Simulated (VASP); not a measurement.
Li, 1 atom in the cell. Symmetry: I4/mmm, No. 139, tetragonal system. Conventional cell: a = 3.500 Å, b = 3.500 Å, c = 3.430 Å, α = 90.00°, β = 90.00°, γ = 90.00°. Within 4.0 Å of Li (site symmetry 4/mmm) lie 14 Li at 3.01 to 3.50 Å.  This cell differs from its parent crystal: zz strain of -2 %.

- Program: VASP 6.6.1
- Task: single point
- Functional: LDA
- Potentials or basis: VASP PAW LDA potentials, release 64 (Li_sv)
- Cutoff: 520 eV
- k mesh: 13 × 13 × 13
- Occupations: fermi-dirac, width 0.05 eV
- Spin: no spin polarisation
- Dipole correction: no
- Further INCAR settings: ALGO = Normal; EDIFF = 1e-06; NBANDS = 8

Potentials or basis: VASP PAW LDA potentials, release 64 (Li_sv).

The run is started by

```console
$ cat potpaw_LDA.64/Li_sv/POTCAR > POTCAR
$ mpirun -np 1 vasp_std > vasp.out
```

Hardware: 1 thread of Intel(R) Xeon(R) Platinum 8375C CPU @ 2.90GHz (Ice Lake), on a shared host.

Estimate the wall time of this run.

Wall time 22 s on 1 thread of Intel(R) Xeon(R) Platinum 8375C CPU @ 2.90GHz (Ice Lake), with other jobs on the host, peak memory 0.13 GiB. Counts: scf iterations 9, k points 196.
